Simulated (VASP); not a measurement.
Crystal: B.

```
CELL_PARAMETERS angstrom
-1.82772 1.82772 2.32684
1.82772 -1.82772 2.32684
1.82772 1.82772 -2.32684
ATOMIC_POSITIONS crystal
B 0.37500 0.12500 0.75000
B 0.87500 0.62500 0.25000
B 0.37500 0.62500 0.75000
B 0.37500 0.62500 0.25000
```

* Program: VASP 6.6.1
* Task: relaxation of cell and atoms
* Functional: PBE
* Potentials or basis: VASP PAW PBE potentials, release 64 (B)
* Cutoff: 600 eV
* k mesh: 6 × 6 × 6
* Occupations: gaussian, width 0.1 eV
* Spin: no spin polarisation

At the start: pressure 0.3 GPa; volume 7.77 Å³/atom.

Question: Where does the relaxation end?

Answer: Over 13 steps the energy falls by 4.1 meV/atom and the volume is 7.76 Å³/atom (-0.1 %); space group Fd-3m (No. 227, to 0.05 Å).

Step by step:
```
step  energy change (eV)  largest force (eV/Å)  pressure (GPa)  volume (Å³)
   1              0.0000                0.0000            0.32        31.09
   2             -0.0028                0.0000           -0.07        31.16
   3             -0.0061                0.0000           -1.33        31.37
   4             -0.0084                0.0000           -0.08        31.17
   5             -0.0089                0.0000            2.51        30.77
   6             -0.0097                0.0000            1.33        30.95
   7             -0.0104                0.0000            1.56        30.91
   8             -0.0130                0.0000            2.11        30.82
   9             -0.0120                0.0000            3.30        30.63
  10             -0.0139                0.0000            2.71        30.72
  11             -0.0154                0.0000            2.07        30.81
  12             -0.0160                0.0000            1.48        30.89
  13             -0.0164                0.0000            0.36        31.06
```

Final structure:
```xyz
4
Lattice="-1.7676 1.7676 2.4852 1.7676 -1.7676 2.4852 1.7676 1.7676 -2.4852" Properties=species:S:1:pos:R:3 pbc="T T T"
B     0.8838    1.7676   -0.6213
B     0.0000    0.8838    3.1065
B     1.7676    0.8838    0.6213
B     0.8838    0.0000    1.8639
```

Caveat: the k points lie up to 0.42 Å⁻¹ apart in the final cell.
